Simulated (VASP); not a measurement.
Write the native input for VASP 6.6.1 that does the following.

```yaml
Task: single point
Functional: PBE
Dispersion: D3(BJ)
Potentials_or_basis: VASP PAW PBE potentials, release 64 (Mn_pv, O)
Cutoff: 520 eV
k_mesh: 10 × 10 × 10
Occupations: fermi-dirac, width 0.05 eV
Spin: collinear spin, ferromagnetic start
Starting_moments: "[4.0, 0.0] μB"
Dipole_correction: no
Further_INCAR_settings: ALGO = Normal; EDIFF = 1e-06; NBANDS = 20
```

The structure of MnO lies in POSCAR:

```
MnO
1.0
    0.0000000000      2.1785090927      2.1785090927
    2.1785090927      0.0000000000      2.1785090927
    2.1785090927      2.1785090927      0.0000000000
Mn O
1 1
Direct
    0.0000000000      0.0000000000      0.0000000000
    0.5000000000      0.5000000000      0.5000000000
```

These files were run (other wordings do the same):

INCAR

```
SYSTEM = MnO
PREC = Accurate ; ENCUT = 520
EDIFF = 1E-6 ; ISMEAR = -1
SIGMA = 0.05 ; LREAL = .False.
LASPH = .True. ; NELM = 150
ALGO = Normal ; ISIF = 2
LWAVE = .False. ; LCHARG = .False.
ISPIN = 2 ; MAGMOM = 4 0
LORBIT = 11 ; LMAXMIX = 4
GGA = PE ; IVDW = 12
NBANDS = 20
```

KPOINTS

```
Automatic mesh
0
Gamma
  10 10 10
  0 0 0
```

Potentials or basis: VASP PAW PBE potentials, release 64 (Mn_pv, O).

Launch:

```bash
$ cat potpaw_PBE.64/Mn_pv/POTCAR potpaw_PBE.64/O/POTCAR > POTCAR
$ mpirun -np 1 vasp_std > vasp.out
```

It gave:

```json
{"Pressure": "3.8 GPa", "Net moment": "4.58 μB per cell", "Site moments": "Mn +4.18; O +0.19 μB", "Valence electrons inside the program's atomic spheres": "Mn 11.42; O 5.00", "Dispersion energy per atom": "-0.193 eV"}
```

Caveat: the cell stands under pressure; a cell with one magnetic atom can't hold antiferromagnetic order, which such compounds often take.

Run time: 13 s on 1 thread of Intel(R) Xeon(R) 6975P-C (Granite Rapids), on a shared host, peak memory 0.17 GiB.
